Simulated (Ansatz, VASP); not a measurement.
## Two plane-wave programs on Te

Contents of INCAR:

```
PREC = Accurate
ENCUT = 520
EDIFF = 1E-7
ISMEAR = 0
SIGMA = 0.1
LREAL = False
LASPH = True
NELM = 100
ALGO = Normal
ISIF = 2
LWAVE = False
LCHARG = True
GGA = PE
LELF = True
LVHAR = True
NBANDS = 13
```

Contents of KPOINTS:

```
Automatic mesh
0
Gamma
  12 12 12
```

POSCAR

```
Te
1.0
    2.4623599066      1.4216441548      5.8962778205
   -2.4623599066      1.4216441548      5.8962778205
    0.0000000000     -2.8432883099      5.8962778205
Te
2
Direct
    0.0577000000      0.0577000000      0.0577000000
    0.9423000000      0.9423000000      0.9423000000
```

Input for Ansatz:

```yaml
crystal:
  lattice:
    - [2.4623599066, 1.4216441548, 5.8962778205]
    - [-2.4623599066, 1.4216441548, 5.8962778205]
    - [0.0, -2.8432883099, 5.8962778205]
  atoms:
    - { symbol: Te, position: [0.0577, 0.0577, 0.0577] }
    - { symbol: Te, position: [0.9423, 0.9423, 0.9423] }
basis:
  ecutwfc: 420
kpoints:
  mp_grid: { grid: [12, 12, 12] }
hamiltonian:
  xc: pbe
scf:
  occupations: { method: gaussian, width: 0.1 }
output:
  forces: true
  stress: true
  eigenvalues: true
```

Alike in both runs: task single point; functional PBE; k mesh 12 × 12 × 12; occupations gaussian, width 0.1 eV; no spin polarisation.

|  | VASP | Ansatz |
| --- | --- | --- |
| version | VASP 6.6.1 | Ansatz 0.2.0 |
| potentials or method | VASP PAW PBE potentials, release 64 (Te), cutoff 520 eV | scalar-relativistic, plane waves, PAW |
| valence electrons in the cell | 12 | 32 |

Ansatz gave:

| Quantity | Value |
| --- | --- |
| gap on the k mesh at the Fermi level (eV) | none |
| pressure (GPa) | 19.5 |
| traceless stress, the component that is largest in VASP (GPa) | 42.96 |
| rms of the force components (eV/Å) | 13.711 |

Task: Which values does VASP return?

Result: gap on the k mesh at the Fermi level (eV): none; pressure (GPa): 19.9; traceless stress, the component that is largest in VASP (GPa): 43.94; rms of the force components (eV/Å): 14.027.

Atom by atom the forces differ by 0.315 eV/Å (rms over components). A gap of «none» marks a metal or a gap that the smearing closes. VASP's potentials hold 12 valence electrons a cell and Ansatz's 32, so a difference there can come from the potentials and not from the codes.

Spin-orbit coupling is off throughout.
